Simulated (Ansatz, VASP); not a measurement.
**Ag in VASP and in Ansatz**

```
CELL_PARAMETERS angstrom
0.00000 4.08620 -4.08620
4.08620 4.08620 0.00000
4.08620 0.00000 -4.08620
ATOMIC_POSITIONS crystal
Ag 0.50000 0.98443 0.50000
Ag 0.50000 0.50000 0.50000
Ag 0.00000 0.00000 0.50000
Ag 0.00000 0.50000 0.50000
Ag 0.50000 0.00000 0.00000
Ag 0.50000 0.50000 0.00000
Ag 0.00000 0.00000 0.00000
Ag 0.00000 0.50000 0.00000
```

Alike in both runs: task single point; functional PBE; k mesh 10 × 10 × 10; occupations gaussian, width 0.15 eV; no spin polarisation.

|  | VASP | Ansatz |
| --- | --- | --- |
| version | VASP 6.6.1 | Ansatz 0.2.0 |
| potentials or method | VASP PAW PBE potentials, release 64 (Ag), cutoff 520 eV | scalar-relativistic, plane waves, PAW |
| valence electrons in the cell | 88 | 152 |

|  | VASP | Ansatz | Ansatz less VASP |
| --- | --- | --- | --- |
| gap on the k mesh at the Fermi level (eV) | none | none | - |
| pressure (GPa) | 4.6 | 4.8 | +0.18 |
| traceless stress, the component that is largest in VASP (GPa) | 0.07 | 0.07 | 0.000 |
| rms of the force components (eV/Å) | 0.136 | 0.137 | +0.0013 |

Atom by atom the forces differ by 0.001 eV/Å (rms over components). A gap of «none» marks a metal or a gap that the smearing closes. With one functional, cell and mesh, what is left measures potentials, basis and numerics. VASP's potentials hold 88 valence electrons a cell and Ansatz's 152, so a difference there can come from the potentials and not from the codes.
